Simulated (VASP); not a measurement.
**LiH: single point with r2SCAN**

Crystal: LiH.

```
CELL_PARAMETERS angstrom
1.90496 1.90496 0.00000
-1.90496 1.90496 0.00000
0.00000 1.90496 1.90496
ATOMIC_POSITIONS crystal
Li 0.00000 0.00000 0.00000
H 0.50000 0.50000 0.00000
```

- Program: VASP 6.6.1
- Task: single point
- Functional: r2SCAN
- Potentials or basis: VASP PAW PBE potentials, release 64 (Li_sv, H)
- Cutoff: 520 eV
- k mesh: 10 × 10 × 10
- Occupations: gaussian, width 0.01 eV
- Spin: no spin polarisation

The band gap on the k mesh is 3.48 eV, direct.

Levels at points of the mesh, in eV from the valence-band top:
```
           k point  band 1  band 2  band 3  band 4  band 5
(0.00, 0.00, 0.00)  -45.54   -6.08   19.74   21.07   21.07
(0.50, 0.00, 0.00)  -45.46   -3.10    6.01   16.39   19.66
(0.50, 0.50, 0.00)  -45.43    0.00    3.48   12.55   12.55
```

It took 70 s on 1 thread of AMD EPYC 7R13 (shared host), peak memory 0.09 GiB.

 A k mesh can miss the band edges.
